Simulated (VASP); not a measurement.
A run of VASP 6.6.1 is set up as follows.

File INCAR:

```
PREC = Accurate
ENCUT = 520
EDIFF = 1E-6
ISMEAR = -1
SIGMA = 0.08
LREAL = False
LASPH = True
NELM = 100
ALGO = Normal
ISIF = 2
LWAVE = False
LCHARG = False
GGA = PE
NBANDS = 14
```

Contents of KPOINTS:

```
Automatic mesh
0
Gamma
  11 11 11
```

POSCAR

```
Br
1.0
    0.0000000000      2.5837637304      2.5837637304
    2.5837637304      0.0000000000      2.5837637304
    2.5837637304      2.5837637304      0.0000000000
Br
2
Direct
   -0.1250000000     -0.1250000000     -0.1250000000
    0.1250000000      0.1250000000      0.1250000000
```

Potentials or basis: VASP PAW PBE potentials, release 64 (Br).

Command:

```sh
$ cat potpaw_PBE.64/Br/POTCAR > POTCAR
$ mpirun -np 1 vasp_std > vasp.out
```

**Question.** What does it give for the band gap on the k mesh?

**Answer.** Zero (bands 7 and 8 overlap by 5.86 eV).

**Question.** What does it give for the pressure?

**Answer.** 101.9 GPa.

Caveat: the cell stands under pressure.
